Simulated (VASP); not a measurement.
Input of a VASP 6.6.1 run:

POSCAR

```
NaH
1.0
    3.3191587729      0.0000000000      0.0000000000
   -1.6595793864      2.8744758166      0.0000000000
    0.0000000000      0.0000000000      5.8309537818
Na H
2 2
Direct
    0.0000000000      0.0000000000      0.0000000000
    0.0000000000      0.0000000000      0.5000000000
    0.3333333333      0.6666666667      0.2500000000
    0.6666666667      0.3333333333      0.7500000000
```

File INCAR.step1:

```
SYSTEM = NaH
PREC     = Accurate       ! precision mode
ENCUT    = 400            ! plane-wave cutoff, eV
EDIFF    = 1E-5           ! SCF threshold, eV
ISMEAR   = 0              ! smearing method
SIGMA    = 0.01           ! smearing width, eV
LREAL    = .FALSE.        ! projectors in reciprocal space
LASPH    = .TRUE.         ! aspherical terms in the spheres
NELM     = 120            ! most SCF steps
ALGO     = Normal         ! electronic algorithm
ISIF     = 2              ! what is computed and relaxed
LWAVE    = .TRUE.         ! write WAVECAR
LCHARG   = .FALSE.        ! write CHGCAR
NBANDS   = 16             ! bands
GGA      = PE             ! functional
GGA_COMPAT= .FALSE.
```

File INCAR.step2:

```
SYSTEM = NaH
PREC     = Accurate       ! precision mode
ENCUT    = 400            ! plane-wave cutoff, eV
EDIFF    = 1E-6           ! SCF threshold, eV
ISMEAR   = 0              ! smearing method
SIGMA    = 0.01           ! smearing width, eV
LREAL    = .FALSE.        ! projectors in reciprocal space
LASPH    = .TRUE.         ! aspherical terms in the spheres
NELM     = 120            ! most SCF steps
ALGO     = Normal         ! electronic algorithm
ISIF     = 2              ! what is computed and relaxed
LWAVE    = .FALSE.        ! write WAVECAR
LCHARG   = .FALSE.        ! write CHGCAR
GGA      = PE             ! functional
LHFCALC  = .TRUE.         ! exact exchange
HFSCREEN = 0.2079         ! screening, 1/A
PRECFOCK = Normal       
NBANDS   = 16             ! bands
ISTART   = 1            
GGA_COMPAT= .FALSE.
```

File KPOINTS:

```
Automatic mesh
0
G
  6 6 4
  0 0 0
```

Potentials or basis: VASP PAW PBE potentials, release 64 (Na_pv, H).

Command:

```bash
$ cat potpaw_PBE.64/Na_pv/POTCAR potpaw_PBE.64/H/POTCAR > POTCAR
$ cp INCAR.step1 INCAR
$ mpirun -np 1 vasp_std > vasp.out
$ cp INCAR.step2 INCAR
$ mpirun -np 1 vasp_std > vasp.out
```

**Question.** What does it give for the pressure?

**Answer.** -0.3 GPa.

**Question.** Predict the band gap on the k mesh.

**Answer.** 4.48 eV (least direct gap 5.56 eV).

Stress tensor (GPa, compression positive):
```
-0.32  0.00  0.00
 0.00 -0.32  0.00
 0.00  0.00 -0.20
```

Caveat: the PAW data sets were made with another functional, which shifts forces and pressure a little. A k mesh can miss the band edges.
